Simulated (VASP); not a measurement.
SrTl: single point with LDA

The system is SrTl.

```
CELL_PARAMETERS angstrom
4.03200 0.00000 0.00000
0.00000 4.03200 0.00000
0.00000 0.00000 4.03200
ATOMIC_POSITIONS crystal
Sr 0.00000 0.00000 0.00000
Tl 0.50000 0.50000 0.50000
```

| Quantity | Value |
| --- | --- |
| Program | VASP 6.6.1 |
| Task | single point |
| Functional | LDA |
| Potentials or basis | VASP PAW LDA potentials, release 64 (Sr_sv, Tl_d) |
| Cutoff | 520 eV |
| k mesh | 3 × 3 × 3 |
| Occupations | gaussian, width 0.1 eV |
| Spin | no spin polarisation |

```
Pressure : -2.5 GPa
```

Levels at points of the mesh, in eV from the Fermi level:
```
           k point  band 9  band 10  band 11  band 12  band 13  band 14
(0.00, 0.00, 0.00)  -10.89    -7.46     1.70     1.70     3.32     3.32
```

Run time: 7.2 s on 1 thread of Intel(R) Xeon(R) Platinum 8488C (Sapphire Rapids), on a shared host, peak memory 0.14 GiB.

Caveat: the k points lie up to 0.52 Å⁻¹ apart; spin-orbit coupling is left out, which moves the levels of the heavy elements.
